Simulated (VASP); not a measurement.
The system is Al2O3.

```xyz
5
Lattice="3.0175 0.0000 0.0000 -1.5087 2.6132 0.0000 0.0000 0.0000 7.5746" Properties=species:S:1:pos:R:3 pbc="T T T"
Al    0.0000    0.0000    5.4693
Al    0.0000    0.0000    2.1054
O     0.0000    0.0000    3.7873
O     1.5087    0.8711    6.0638
O     0.0000    1.7421    1.5108
```

```yaml
Program: VASP 6.6.1
Task: relaxation of cell and atoms
Functional: LDA
Potentials_or_basis: VASP PAW LDA potentials, release 64 (Al, O)
Cutoff: 600 eV
k_mesh: 10 × 10 × 4
Occupations: fermi-dirac, width 0.05 eV
Spin: no spin polarisation
```

At the start: pressure -7.8 GPa; volume 11.95 Å³/atom.

Q: Where does the relaxation end?

A: Over 21 steps the energy falls by 15.6 meV/atom and the volume is 11.08 Å³/atom (-7.2 %); space group P-3m1 (No. 164, to 0.05 Å).

Step by step:
```
step  energy change (eV)  largest force (eV/Å)  pressure (GPa)  volume (Å³)
   1              0.0000                0.4309           -7.81        59.73
   2             -0.0016                0.6554            8.80        54.83
   3             -0.0698                0.2537           -0.15        57.19
   4             -0.0642                0.5742           -0.15        56.93
   5             -0.0719                0.0946           -0.17        57.10
   6             -0.0725                0.0537           -0.05        57.00
   7             -0.0726                0.0411            0.04        56.93
   8             -0.0729                0.0365           -0.09        56.91
   9             -0.0736                0.0219           -0.50        56.87
  10             -0.0737                0.0825           -1.30        56.77
  11             -0.0739                0.0550           -0.96        56.81
  12             -0.0740                0.0549           -0.95        56.80
  13             -0.0742                0.0547           -0.93        56.76
  14             -0.0746                0.0543           -0.88        56.69
  15             -0.0753                0.0543           -0.81        56.53
  16             -0.0764                0.0721           -0.65        56.22
  17             -0.0772                0.1459           -0.27        55.61
  18             -0.0777                0.0134           -0.09        55.34
  19             -0.0777                0.0101           -0.12        55.38
  20             -0.0778                0.0084           -0.07        55.39
  21             -0.0778                0.0069            0.06        55.41
```

Final structure:
```yaml
crystal:
  lattice:
    - [2.96469, 0.00000, 0.00000]
    - [-1.48235, 2.56750, 0.00000]
    - [0.00000, 0.00000, 7.27937]
  atoms:
    - { symbol: Al, position: [0.00000, 0.00000, 0.72843] }
    - { symbol: Al, position: [0.00000, 0.00000, 0.27157] }
    - { symbol: O, position: [0.00000, 0.00000, 0.50000] }
    - { symbol: O, position: [0.66667, 0.33333, 0.80856] }
    - { symbol: O, position: [0.33333, 0.66667, 0.19144] }
```
